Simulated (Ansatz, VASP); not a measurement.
## Two plane-wave programs on Ir

File INCAR:

```
SYSTEM = Ir
ALGO = Normal
EDIFF = 1E-8
ENCUT = 520
GGA = PS
ISIF = 2
ISMEAR = -1
LASPH = .TRUE.
LCHARG = .FALSE.
LEFG = .TRUE.
LREAL = .FALSE.
LWAVE = .FALSE.
NBANDS = 10
NELM = 80
PREC = Accurate
SIGMA = 0.05
```

File KPOINTS:

```
k-points
0
G
  18 18 18
  0 0 0
```

Contents of POSCAR:

```
Ir
1.0
   -0.0383940000      1.9005030000      1.9005030000
    1.9005030000     -0.0383940000      1.9005030000
    1.9005030000      1.9005030000     -0.0383940000
Ir
1
Direct
    0.0000000000      0.0000000000      0.0000000000
```

Input for Ansatz:

```yaml
crystal:
  lattice:
    - [-0.038394, 1.900503, 1.900503]
    - [1.900503, -0.038394, 1.900503]
    - [1.900503, 1.900503, -0.038394]
  atoms:
    - { symbol: Ir, position: [0.0, 0.0, 0.0] }
kpoints:
  mp_grid: { grid: [18, 18, 18] }
scf:
  occupations: { method: fermi_dirac, width: 0.05 }
hamiltonian:
  xc: pbesol
  pseudopotentials: { kind: paw }
output:
  forces: true
  stress: true
  eigenvalues: true
  efg: { contact_densities: true }
```

Change from the starting cell: equal xy, yz and zx shear strains of -2 %, PAW files.

Alike in both runs: task electric field gradients; functional PBEsol; k mesh 18 × 18 × 18; occupations fermi-dirac, width 0.05 eV; no spin polarisation.

```csv
,VASP,Ansatz
version,VASP 6.6.1,Ansatz 0.2.0
potentials or method,"VASP PAW PBE potentials, release 64 (Ir)","PAW with Ansatz's default frozen-core files, scalar-relativistic"
plane-wave cutoff (eV),520,420
valence electrons in the cell,9,17
```

Ansatz gave:

- pressure (GPa): -2.1
- traceless stress, the component that is largest in VASP (GPa): 5.41
- size of Vzz on the site where it differs most (V/Å²): 32.2

Task: What did VASP give for the same quantities?

Result: Pressure (GPa): -1.1; traceless stress, the component that is largest in VASP (GPa): 5.42; size of Vzz on the site where it differs most (V/Å²): 46.5.

VASP's potentials were made for PBE, not for PBEsol. VASP's potentials hold 9 valence electrons a cell and Ansatz's 17, so a difference there can come from the potentials and not from the codes.

Spin-orbit coupling is off throughout.
